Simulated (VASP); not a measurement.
# TiC: single point with HSE06

The system is TiC.

```
Ti C
1.0
     0.00000    2.20819    2.20819
     2.20819    0.00000    2.20819
     2.20819    2.20819    0.00000
Ti C
1 1
Direct
  0.00000 0.00000 0.00000
  0.50000 0.50000 0.50000
```

```yaml
Program: VASP 6.6.1
Task: single point
Functional: HSE06
Potentials_or_basis: VASP PAW PBE potentials, release 64 (Ti_sv, C)
Cutoff: 520 eV
k_mesh: 6 × 6 × 6
Occupations: fermi-dirac, width 0.05 eV
Spin: no spin polarisation
Dipole_correction: no
Grid_for_exact_exchange_PRECFOCK: Normal
Further_INCAR_settings: ALGO = Normal; EDIFF = 1e-06; NBANDS = 15
Share_of_exact_exchange: 0.25
Screening_parameter: 0.2079 1/Å
```

```
Pressure               : -18.0 GPa
Band gap on the k mesh : zero (bands 8 and 9 overlap by 1.79 eV)
```

Levels at points of the mesh, in eV from the Fermi level:
| k point | band 6 | band 7 | band 8 | band 9 | band 10 | band 11 |
| --- | --- | --- | --- | --- | --- | --- |
| (0.00, 0.00, 0.00) | 1.42 | 1.42 | 1.42 | 1.94 | 1.94 | 1.94 |
| (0.50, 0.00, 0.00) | -6.42 | -3.18 | -3.18 | 3.82 | 3.82 | 5.00 |
| (0.50, 0.50, 0.00) | -4.06 | -1.20 | -0.15 | -0.15 | 3.10 | 4.45 |

Run time: 45 min on 1 thread of Intel(R) Xeon(R) Platinum 8375C CPU @ 2.90GHz (Ice Lake), on a shared host, peak memory 0.25 GiB.

Caveat: the k points lie up to 0.41 Å⁻¹ apart, too coarse for converged energies and pressures of a metal; the PAW data sets were made with another functional, which shifts forces and pressure a little.
